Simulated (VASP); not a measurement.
Write the native input for VASP 6.6.1 that does the following.

- Task: relaxation of cell and atoms
- Functional: RPBE
- Potentials or basis: VASP PAW PBE potentials, release 64 (Ga_d, N)
- Cutoff: 600 eV
- k mesh: 10 × 10 × 10
- Occupations: fermi-dirac, width 0.05 eV
- Spin: no spin polarisation
- Dipole correction: no
- Further INCAR settings: ALGO = Normal; EDIFF = 1e-06; IBRION = 2; EDIFFG = -0.01; NSW = 60; ISIF = 3

The structure of GaN lies in POSCAR:

```
GaN
1.0
    0.0000000000      2.2535006075      2.2535006075
    2.2535006075      0.0000000000      2.2535006075
    2.2535006075      2.2535006075      0.0000000000
Ga N
1 1
Direct
    0.0000000000      0.0000000000      0.0000000000
    0.2500000000      0.2500000000      0.2500000000
```

One way to write it, as run:

INCAR

```
SYSTEM = GaN
  ALGO = Normal
  EDIFF = 1E-6
  EDIFFG = -0.01
  ENCUT = 600
  GGA = RP
  IBRION = 2
  ISIF = 3
  ISMEAR = -1
  LASPH = .True.
  LCHARG = .False.
  LREAL = .False.
  LWAVE = .False.
  NELM = 80
  NSW = 60
  PREC = Accurate
  SIGMA = 0.05
```

KPOINTS

```
k-points
0
Gamma
  10 10 10
  0 0 0
```

Potentials or basis: VASP PAW PBE potentials, release 64 (Ga_d, N).

Command:

```bash
$ cat potpaw_PBE.64/Ga_d/POTCAR potpaw_PBE.64/N/POTCAR > POTCAR
$ mpirun -np 1 vasp_std > vasp.out
```

It gave:

```json
{"Relaxed volume": "12.03 Å³/atom", "Relaxed cell": "a = 3.241 Å, b = 3.241 Å, c = 3.241 Å, α = 60.00°, β = 60.00°, γ = 60.00°", "Space group after relaxing (to 0.05 Å)": "F-43m (No. 216)", "Energy gained by relaxing": "15.5 meV/atom", "Ionic steps": "3", "Pressure after relaxing": "-0.1 GPa", "Band gap on the k mesh": "1.46 eV, direct"}
```

Caveat: the PAW data sets were made with another functional, which shifts forces and pressure a little.

Run time: 48 s on 1 thread of Intel(R) Xeon(R) Platinum 8259CL CPU @ 2.50GHz (Skylake/Cascade Lake) (shared host), peak memory 0.17 GiB.
